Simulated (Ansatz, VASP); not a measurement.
# One calculation of HfH2, two programs

The input INCAR:

```
PREC = Accurate ; ENCUT = 520
EDIFF = 1E-6 ; ISMEAR = -1
SIGMA = 0.03 ; LREAL = F
LASPH = T ; NELM = 60
ALGO = Normal ; ISIF = 2
LWAVE = F ; LCHARG = F
NBANDS = 13
```

Contents of KPOINTS:

```
regular mesh
0
Gamma
  15 15 15
```

POSCAR

```
HfH2
1.0
   -1.6956757868      1.6956757868      2.1013884534
    1.6956757868     -1.6956757868      2.1013884534
    1.6956757868      1.6956757868     -2.1013884534
Hf H
1 2
Direct
    0.0000000000      0.0000000000      0.0000000000
    0.2500000000      0.7500000000      0.5000000000
    0.7500000000      0.2500000000      0.5000000000
```

Input for Ansatz:

```yaml
crystal:
  lattice:
    - [-1.6956757868, 1.6956757868, 2.1013884534]
    - [1.6956757868, -1.6956757868, 2.1013884534]
    - [1.6956757868, 1.6956757868, -2.1013884534]
  atoms:
    - { symbol: Hf, position: [0.0, 0.0, 0.0] }
    - { symbol: H, position: [0.25, 0.75, 0.5] }
    - { symbol: H, position: [0.75, 0.25, 0.5] }
kpoints:
  mp_grid: { grid: [15, 15, 15] }
scf:
  occupations: { method: fermi_dirac, width: 0.03 }
hamiltonian:
  xc: lda
  pseudopotentials: { kind: all_electron, lapw: { basis_error: 0.0005 } }
output:
  forces: true
  stress: true
  eigenvalues: true
```

Change from the starting cell: volume scaled by 0.9405.

Alike in both runs: task single point; functional LDA; k mesh 15 × 15 × 15; occupations fermi-dirac, width 0.03 eV; no spin polarisation.

```csv
,VASP,Ansatz
version,VASP 6.6.1,Ansatz 0.2.0
potentials or method,"VASP PAW LDA potentials, release 64 (Hf_pv, H), cutoff 520 eV","all-electron LAPW, scalar-relativistic"
```

```csv
,VASP,Ansatz,Ansatz less VASP
pressure (GPa),5.2,5.2,-0.02
"traceless stress, the component that is largest in VASP (GPa)",-1.30,-1.31,-0.010
```

LDA's correlation is that of Perdew and Zunger in VASP and of Perdew and Wang (1992) in Ansatz. Ansatz ran all-electron here, and VASP with PAW potentials.

Spin-orbit coupling is off throughout.
